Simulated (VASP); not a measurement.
# AlN (aluminium nitride) (P6_3mc) in VASP: a series of runs

Runs on AlN (aluminium nitride). Level: LDA. Tasks: single point, relaxation of cell and atoms.

Program: VASP 6.6.1. These are calculated values, not measurements. Logs are shortened: lines on timing, memory, paths and dates and some standing lists are left out, and cuts for length are marked.

## (1) The cell of the first run

It takes space group P6_3mc (No. 186, hexagonal). Conventional cell: a = 3.089 Å, b = 3.089 Å, c = 4.943 Å, α = 90.00°, β = 90.00°, γ = 120.00°. Within 2.5 Å of Al (site symmetry 3m) lie 4 N at 1.88 to 1.89 Å. N (site symmetry 3m) has 4 Al at 1.88 to 1.89 Å within 2.5 Å.

## (2) Single point, LDA

Input file INCAR:

```
SYSTEM = AlN
PREC = Accurate ; ENCUT = 520
EDIFF = 1E-7 ; ISMEAR = 0
SIGMA = 0.01 ; LREAL = .False.
LASPH = .True. ; NELM = 80
ALGO = Normal ; ISIF = 2
LWAVE = .False. ; LCHARG = .True.
LELF = .True. ; LVHAR = .True.
NBANDS = 16
```

Input file KPOINTS:

```
Automatic mesh
0
Gamma
  10 10 6
  0 0 0
```

Input file POSCAR:

```
AlN
1.0
    3.0887666131      0.0000000000      0.0000000000
   -1.5443833065      2.6749503533      0.0000000000
    0.0000000000      0.0000000000      4.9434455867
Al N
2 2
Direct
    0.3333333333      0.6666666667     -0.0000882626
    0.6666666667      0.3333333333      0.4999117374
    0.3333333333      0.6666666667      0.3818882626
    0.6666666667      0.3333333333      0.8818882626
```

Potentials or basis: VASP PAW LDA potentials, release 64 (Al, N).

On the command line:

```sh
cat potpaw_LDA.64/Al/POTCAR potpaw_LDA.64/N/POTCAR > POTCAR
mpirun -np 1 vasp_std > vasp.out
```

OUTCAR:

```text
SYSTEM = AlN
   PREC = Accurate
   ENCUT = 520
   EDIFF = 1E-7
   ISMEAR = 0
   LREAL = .False.
   LASPH = .True.
   NELM = 80
   ISIF = 2

 ion  position               nearest neighbor table
   1  0.333  0.667  1.000-   4 1.88   4 1.88   4 1.88   3 1.89   2 3.05   2 3.05   2 3.05   2 3.05
                             2 3.05   2 3.05
   2  0.667  0.333  0.500-   3 1.88   3 1.88   3 1.88   4 1.89   1 3.05   1 3.05   1 3.05   1 3.05
                             1 3.05   1 3.05
   3  0.333  0.667  0.382-   2 1.88   2 1.88   2 1.88   1 1.89
   4  0.667  0.333  0.882-   1 1.88   1 1.88   1 1.88   2 1.89

  LATTYP: Found a hexagonal cell.
 ALAT       =     3.0887666131
 C/A-ratio  =     1.6004594085

  Lattice vectors:

 A1 = (   3.0887666131,   0.0000000000,   0.0000000000)
 A2 = (  -1.5443833065,   2.6749503533,   0.0000000000)
 A3 = (   0.0000000000,   0.0000000000,   4.9434455867)

Analysis of symmetry for initial positions (statically):
=====================================================================
 Subroutine PRICEL returns:
 Original cell was already a primitive cell.

 Routine SETGRP: Setting up the symmetry group for a
 hexagonal supercell.

 Subroutine GETGRP returns: Found 12 space group operations
 (whereof  6 operations were pure point group operations)
 out of a pool of 24 trial point group operations.

The static configuration has the point symmetry C_3v.
 The point group associated with its full space group is C_6v.

Analysis of symmetry for dynamics (positions and initial velocities):
=====================================================================
 Subroutine PRICEL returns:
 Original cell was already a primitive cell.

 Routine SETGRP: Setting up the symmetry group for a
 hexagonal supercell.

 Subroutine GETGRP returns: Found 12 space group operations
 (whereof  6 operations were pure point group operations)
 out of a pool of 24 trial point group operations.

The dynamic configuration has the point symmetry C_3v.
 The point group associated with its full space group is C_6v.

 Subroutine INISYM returns: Found 12 space group operations
 (whereof  6 operations are pure point group operations),
 and found     1 'primitive' translations

----------------------------------------------------------------------------------------

                                     Primitive cell

  volume of cell :      40.8442

  direct lattice vectors                    reciprocal lattice vectors
     3.088766613  0.000000000  0.000000000     0.323753823  0.186919357  0.000000000
    -1.544383307  2.674950353  0.000000000     0.000000000  0.373838714  0.000000000
     0.000000000  0.000000000  4.943445587     0.000000000  0.000000000  0.202288056

  length of vectors
     3.088766613  3.088766613  4.943445587     0.373838714  0.373838714  0.202288056

  position of ions in fractional coordinates (direct lattice)
     0.333333333  0.666666667  0.999911737
     0.666666667  0.333333333  0.499911737
     0.333333333  0.666666667  0.381888263
     0.666666667  0.333333333  0.881888263

  ion indices of the primitive-cell ions
   primitive index   ion index
                 1           1
                 2           2
                 3           3
                 4           4

----------------------------------------------------------------------------------------

 KPOINTS: Automatic mesh

Automatic generation of k-mesh.
 Grid dimensions read from file:
 generate k-points for:   10   10    6

 Generating k-lattice:

  Cartesian coordinates                     Fractional coordinates (reciprocal lattice)
     0.032375382  0.018691936  0.000000000     0.100000000  0.000000000  0.000000000
     0.000000000  0.037383871  0.000000000     0.000000000  0.100000000  0.000000000
     0.000000000  0.000000000  0.033714676     0.000000000  0.000000000  0.166666667

  Length of vectors
     0.037383871  0.037383871  0.033714676

  Shift w.r.t. Gamma in fractional coordinates (k-lattice)
     0.000000000  0.000000000  0.000000000

 Subroutine IBZKPT returns following result:
 ===========================================

 Found     56 irreducible k-points:

 Following reciprocal coordinates:
            Coordinates               Weight
  0.000000  0.000000  0.000000      1.000000
  0.100000  0.000000  0.000000      6.000000
  0.200000  0.000000  0.000000      6.000000
  0.300000  0.000000  0.000000      6.000000
  0.400000  0.000000  0.000000      6.000000
  0.500000  0.000000  0.000000      3.000000
[... 16 lines left out ...]
  0.300000  0.100000  0.166667     24.000000
  0.400000  0.100000  0.166667     24.000000
 [... further k-points ...]
   k-points           NKPTS =     56   k-points in BZ     NKDIM =     56   number of bands    NBANDS=     16
   number of dos      NEDOS =    301   number of ions     NIONS =      4
   total plane-waves  NPLWV =  23040
   dimension x,y,z NGX =    24 NGY =   24 NGZ =   40
   dimension x,y,z NGXF=    48 NGYF=   48 NGZF=   80
   ions per type =               2   2
   NGX,Y,Z   is equivalent  to a cutoff of  12.92, 12.92, 13.45 a.u.
   NGXF,Y,Z  is equivalent  to a cutoff of  25.83, 25.83, 26.90 a.u.
 SYSTEM =  AlN
   PREC   = accura    normal or accurate (medium, high low for compatibility)
   ISTART =      0    job   : 0-new  1-cont  2-samecut
   ICHARG =      2    charge: 1-file 2-atom 10-const
   ISPIN  =      1    spin polarized calculation?
   LNONCOLLINEAR =      F non collinear calculations
   LSORBIT =      F    spin-orbit coupling
   LASPH  =      T    aspherical Exc in radial PAW
   ENCUT  =  520.0 eV  38.22 Ry    6.18 a.u.   5.74  5.74  9.19*2*pi/ulx,y,z
   NELM   =     80;   NELMIN=  2; NELMDL= -5     # of ELM steps
   EDIFF  = 0.1E-06   stopping-criterion for ELM
   LREAL  =      F    real-space projection
   EDIFFG = 0.1E-05   stopping-criterion for IOM
   NSW    =      0    number of steps for IOM
   IBRION =     -1    ionic relax: 0-MD 1-quasi-New 2-CG
   NFREE  =      0    steps in history (QN), initial steepest desc. (CG)
   ISIF   =      2    stress and relaxation
   ISYM   =      2    0-nonsym 1-usesym 2-fastsym
   POTIM  = 0.5000    time-step for ionic-motion
   TEBEG  =    0.0;   TEEND  =   0.0 temperature during run
   PSTRESS=    0.0 pullay stress
   NELECT =      16.0000    total number of electrons
   NUPDOWN=      -1.0000    fix difference up-down
   EMIN   =  10.00;   EMAX   =-10.00  energy-range for DOS
   EFERMI =   0.00;   METHOD = LEGACY
   ISMEAR =     0;   SIGMA  =   0.01  broadening in eV -4-tet -1-fermi 0-gaus
   EFERMI_NEDOS =   21; number of points for ismear=-14 and -15
   IALGO  =     38    algorithm
   IMIX   =      4    mixing-type and parameters
     AMIX     =   0.40;   BMIX     =  1.00
     AMIX_MAG =   1.60;   BMIX_MAG =  1.00
  volume/ion in A,a.u.               =      10.21        68.91
  Fermi-wavevector in a.u.,A,eV,Ry     =   1.197856  2.263620 19.522444  1.434859
  Thomas-Fermi vector in A             =   2.333760
   LORBIT       =      0    0 simple, 1 ext, 2 COOP (PROOUT), +10 PAW based schemes
   GGA     = CA    functional components
   LHFCALC =     F    Hartree Fock is set to
   AEXX    =    0.0000 exact exchange contribution
   IVDW    =     0    specifies the selected vdW correction
   LEPSILON=     F    determine dielectric tensor
   LRPA    =     F    only Hartree local field effects (RPA)
 non-spin polarized calculation
 Gauss-broadening in eV      SIGMA  =   0.01
  energy-cutoff  :      520.00
  volume of cell :       40.84
 maximum number of plane-waves:      1124
 NGX is ok and might be reduce to    24
   NGX = 11   NGY = 11   NGZ = 19

 number of electron      15.9999997 magnetization

 Free energy of the ion-electron system (eV)
  ---------------------------------------------------
  ext. energy  EPLUGINS =         0.00000000
  ---------------------------------------------------
  free energy    TOTEN  =       -32.84107327 eV

  energy without entropy =      -32.84107327  energy(sigma->0) =      -32.84107327

 E-fermi :   6.1676     XC(G=0): -11.3430

 val. band max:        6.1140122536   @ k =   0.0000   0.0000   0.0000
 cond. band min:      10.5372781299   @ k =   0.0000   0.0000   0.0000
 fundamental gap:      4.4232658763
 Fermi energy:         6.1675786835

 k-point     1 :       0.0000    0.0000    0.0000
  band No.  band energies     occupation
      1      -9.0587      2.00000
      2      -6.7651      2.00000
      3      -0.0398      2.00000
      4       5.2243      2.00000
      5       5.2243      2.00000
      6       5.8858      2.00000
[... 8 lines left out ...]
     15      19.2373      0.00000
     16      19.2373      0.00000

 k-point     2 :       0.1000    0.0000    0.0000
  band No.  band energies     occupation
      1      -8.9254      2.00000
      2      -6.6887      2.00000
      3       0.1149      2.00000
      4       4.6317      2.00000
      5       5.0552      2.00000
      6       5.3268      2.00000
[... 8 lines left out ...]
     15      19.1919      0.00000
     16      19.2833      0.00000

 k-point     3 :       0.2000    0.0000    0.0000
  band No.  band energies     occupation
      1      -8.5416      2.00000
      2      -6.4884      2.00000
      3       0.5677      2.00000
      4       3.2969      2.00000
      5       4.2111      2.00000
      6       4.6899      2.00000
[... 8 lines left out ...]
     15      18.3591      0.00000
     16      18.7967      0.00000

 k-point     4 :       0.3000    0.0000    0.0000
  band No.  band energies     occupation
      1      -7.9637      2.00000
      2      -6.2611      2.00000
      3       1.2765      2.00000
      4       1.9054      2.00000
      5       3.0697      2.00000
      6       4.3191      2.00000
[... 8 lines left out ...]
     15      18.2178      0.00000
     16      20.0630      0.00000
[... 324 lines left out ...]
 k-point    22 :       0.2000    0.1000    0.1667
  band No.  band energies     occupation
      1      -8.0857      2.00000
      2      -6.4960      2.00000
      3       1.1323      2.00000
      4       2.7485      2.00000
      5       3.2105      2.00000
      6       4.4145      2.00000
[... 8 lines left out ...]
     15      18.5478      0.00000
     16      19.8264      0.00000

 k-point    23 :       0.3000    0.1000    0.1667
  band No.  band energies     occupation
      1      -7.4804      2.00000
      2      -6.2725      2.00000
      3       1.0859      2.00000
      4       1.9783      2.00000
      5       2.7186      2.00000
      6       3.9257      2.00000
[... 8 lines left out ...]
     15      18.5278      0.00000
     16      20.5507      0.00000

 k-point    24 :       0.4000    0.1000    0.1667
  band No.  band energies     occupation
      1      -6.9458      2.00000
      2      -6.2312      2.00000
      3       0.5641      2.00000
      4       1.6159      2.00000
      5       2.9623      2.00000
      6       3.7574      2.00000
[... 8 lines left out ...]
     15      18.7316      0.00000
     16      21.0560      0.00000

 [... further k-points ...]
[... 5 lines left out ...]
  --------------------------------------------------------------------------------------
  -------------------------------------------------------------------------------------
  Total        0.1625409      0.1625409      0.1555161      0.0000000      0.0000000     -0.0000000
  in kB        6.3759176      6.3759176      6.1003592      0.0000000      0.0000000     -0.0000000
  external PRESSURE =       6.2840648 kB  Pullay stress =       0.0000000 kB

 VOLUME and BASIS-vectors are now :
 -----------------------------------------------------------------------------
  energy-cutoff  :      520.00
  volume of cell :       40.84
      direct lattice vectors                 reciprocal lattice vectors
     3.088766613  0.000000000  0.000000000     0.323753823  0.186919357  0.000000000
    -1.544383307  2.674950353  0.000000000     0.000000000  0.373838714  0.000000000
     0.000000000  0.000000000  4.943445587     0.000000000  0.000000000  0.202288056

 POSITION                                       TOTAL-FORCE (eV/Angst)
 -----------------------------------------------------------------------------------
     -0.00000      1.78330      4.94301        -0.000000      0.000000     -0.000585
      1.54438      0.89165      2.47129         0.000000      0.000000     -0.000585
     -0.00000      1.78330      1.88784         0.000000      0.000000      0.000585
      1.54438      0.89165      4.35957        -0.000000     -0.000000      0.000585
 -----------------------------------------------------------------------------------
    total drift:                               -0.000000      0.000000     -0.000583

  FREE ENERGIE OF THE ION-ELECTRON SYSTEM (eV)
  ---------------------------------------------------
  free  energy   TOTEN  =       -32.8410732653 eV

  energy  without entropy=      -32.8410732653  energy(sigma->0) =      -32.84107327
```

Wall time 14 s (1 thread of Intel Xeon Platinum 8488C (Sapphire Rapids), shared host); peak memory 0.15 GiB.

What came out:

- Free energy: -32.8411 eV
- Pressure: 0.6 GPa
- Band gap on the k mesh: 4.42 eV, direct

A k mesh can miss the band edges.

## (3) Relaxation of cell and atoms, LDA

This run uses another cell than the first one, of 10.44 Å³/atom, 1.023 times its volume.

Input file INCAR:

```
ALGO     = Normal         # electronic algorithm
EDIFF    = 1E-6           # SCF threshold, eV
EDIFFG   = -0.002         # ionic threshold
ENCUT    = 600            # plane-wave cutoff, eV
IBRION   = 2              # ionic algorithm
ISIF     = 3              # what is computed and relaxed
ISMEAR   = 0              # smearing method
LASPH    = T              # aspherical terms in the spheres
LCHARG   = F              # write CHGCAR
LREAL    = F              # projectors in reciprocal space
LWAVE    = F              # write WAVECAR
NELM     = 100            # most SCF steps
NSW      = 80             # ionic steps
PREC     = Accurate       # precision mode
SIGMA    = 0.01           # smearing width, eV
```

Input file KPOINTS:

```
k-points
0
Gamma
  10 10 6
```

Input file POSCAR:

```
AlN
1.0
    3.1120000000      0.0000000000      0.0000000000
   -1.5560000000      2.6950710566      0.0000000000
    0.0000000000      0.0000000000      4.9800000000
Al N
2 2
Direct
    0.3333333333      0.6666666667      0.0000000000
    0.6666666667      0.3333333333      0.5000000000
    0.3333333333      0.6666666667      0.3818000000
    0.6666666667      0.3333333333      0.8818000000
```

Potentials or basis: VASP PAW LDA potentials, release 64 (Al, N).

On the command line:

```sh
cat potpaw_LDA.64/Al/POTCAR potpaw_LDA.64/N/POTCAR > POTCAR
mpirun -np 1 vasp_std > vasp.out
```

Wall time 65 s (1 thread of Intel Xeon Platinum 8488C (Sapphire Rapids), shared host); peak memory 0.17 GiB.

The run converged. Its results:

| Property | Result |
| --- | --- |
| Free energy | -32.8435 eV |
| Relaxed volume | 10.24 Å³/atom |
| Relaxed cell | a = 3.091 Å, b = 3.091 Å, c = 4.948 Å, α = 90.00°, β = 90.00°, γ = 120.00° |
| Space group after relaxing (to 0.05 Å) | P6_3mc (No. 186) |
| Energy gained by relaxing | 2.6 meV/atom |
| Ionic steps | 11 |
| Pressure after relaxing | 0.0 GPa |
| Band gap on the k mesh | 4.40 eV, direct |

Step by step:
```csv
step,energy change (eV),largest force (eV/Å),pressure (GPa),volume (Å³)
1,0.0000,0.0035,-4.09,41.77
2,-0.0007,0.0029,4.16,40.18
3,-0.0106,0.0008,-0.03,40.95
4,-0.0106,0.0010,0.06,40.93
5,-0.0106,0.0051,-0.04,40.95
6,-0.0106,0.0044,-0.03,40.95
7,-0.0106,0.0037,-0.01,40.95
8,-0.0106,0.0008,0.00,40.95
9,-0.0106,0.0032,0.01,40.94
10,-0.0106,0.0022,0.01,40.94
11,-0.0106,0.0006,0.01,40.94
```

Final structure:
```
Al N
1.0
     3.09110    0.00000    0.00000
    -1.54555    2.67697    0.00000
     0.00000    0.00000    4.94806
Al N
2 2
Direct
  0.33333 0.66667 0.99993
  0.66667 0.33333 0.49993
  0.33333 0.66667 0.38187
  0.66667 0.33333 0.88187
```

Levels at points of the mesh, in eV from the valence-band top:
```tsv
k point	band 6	band 7	band 8	band 9	band 10	band 11
(0.00, 0.00, 0.00)	-0.23	-0.23	0.00	4.40	6.71	10.64
(0.50, 0.00, 0.00)	-2.14	-1.84	-0.71	5.72	5.72	8.25
(0.00, 0.00, 0.50)	-0.57	-0.57	-0.57	6.59	6.59	10.30
(0.50, 0.00, 0.50)	-1.51	-1.40	-1.40	5.25	5.25	9.19
```

A k mesh can miss the band edges. As with any semilocal functional, this LDA gap is likely too small.
